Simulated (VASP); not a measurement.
Set up this calculation in VASP 6.6.1, as the native input.

- Task: single point
- Functional: LDA
- Potentials or basis: VASP PAW LDA potentials, release 64 (Si)
- Cutoff: 520 eV
- k mesh: 12 × 12 × 6
- Occupations: gaussian, width 0.03 eV
- Spin: no spin polarisation
- Dipole correction: no
- Further INCAR settings: ALGO = Normal; EDIFF = 1e-07; NBANDS = 16

The structure of Si lies in POSCAR:

```
Si
1.0
    3.7522730523      0.0000000000      0.0000000000
   -1.8761365262      3.2495637852      0.0000000000
    0.0000000000      0.0000000000      6.4554105591
Si
4
Direct
    0.3333333333      0.6666666667      0.0534951140
    0.6666666667      0.3333333333      0.5534951140
    0.3333333333      0.6666666667      0.4465048860
    0.6666666667      0.3333333333      0.9465048860
```

This isn't the form of Si at room conditions, which is diamond.

This cell differs from its parent crystal: atoms shifted along a free coordinate, c/a of the conventional cell at fixed volume 1.7204.

These files were run (other wordings do the same):

INCAR

```
SYSTEM = Si
PREC = Accurate ; ENCUT = 520
EDIFF = 1E-7 ; ISMEAR = 0
SIGMA = 0.03 ; LREAL = .False.
LASPH = .True. ; NELM = 80
ALGO = Normal ; ISIF = 2
LWAVE = .False. ; LCHARG = .False.
GGA = CA ; NBANDS = 16
```

KPOINTS

```
regular mesh
0
Gamma
  12 12 6
  0 0 0
```

Potentials or basis: VASP PAW LDA potentials, release 64 (Si).

The run is started by

```bash
$ cat potpaw_LDA.64/Si/POTCAR > POTCAR
$ mpirun -np 1 vasp_std > vasp.out
```

Results of the run:

| Property | Result |
| --- | --- |
| Pressure | 1.7 GPa |
| Largest force | 1.569 eV/Å |
| Band gap on the k mesh | 0.05 eV (least direct gap 1.05 eV) |

Caveat: forces of over 1 eV/Å act on the atoms, so gaps and moduli don't describe the material at rest.

Run time: 48 s on 1 thread of Intel(R) Xeon(R) Platinum 8488C (Sapphire Rapids) (shared host), peak memory 0.19 GiB.
